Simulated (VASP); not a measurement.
Write the native input for VASP 6.6.1 that does the following.

```
Task                   : single point
Functional             : BLYP
Potentials or basis    : VASP PAW PBE potentials, release 64 (In_d)
Cutoff                 : 520 eV
k mesh                 : 16 × 16 × 16
Occupations            : fermi-dirac, width 0.1 eV
Spin                   : no spin polarisation
Dipole correction      : no
Further INCAR settings : ALGO = Normal; EDIFF = 1e-06; NBANDS = 12
```

The structure of In lies in POSCAR:

```
In
1.0
    3.1255857064      0.0000000000      0.0000000000
    0.0000000000      3.1255857064      0.0000000000
    0.0000000000      0.0000000000      3.1255857064
In
1
Direct
    0.0000000000      0.0000000000      0.0000000000
```

This isn't the form of In at room conditions, which is tetragonal.

The input as run:

INCAR

```
SYSTEM = In
PREC = Accurate
ENCUT = 520
EDIFF = 1E-6
ISMEAR = -1
SIGMA = 0.1
LREAL = .FALSE.
LASPH = .TRUE.
NELM = 80
ALGO = Normal
ISIF = 2
LWAVE = .FALSE.
LCHARG = .FALSE.
GGA = B5
ALDAX = 1.0
AGGAX = 1.0
AGGAC = 1.0
ALDAC = 0.0
NBANDS = 12
```

KPOINTS

```
regular mesh
0
G
  16 16 16
  0 0 0
```

Potentials or basis: VASP PAW PBE potentials, release 64 (In_d).

Run with:

```bash
$ cat potpaw_PBE.64/In_d/POTCAR > POTCAR
$ mpirun -np 1 vasp_std > vasp.out
```

It gave:

- Pressure: 2.1 GPa
- Band gap on the k mesh: zero (an odd number of electrons rules out a gap without spin polarisation)

Caveat: the PAW data sets were made with another functional, which shifts forces and pressure a little; spin-orbit coupling is left out, which moves the levels of the heavy elements.

Run time: 79 s on 1 thread of AMD EPYC 7R13, on a shared host, peak memory 0.15 GiB.
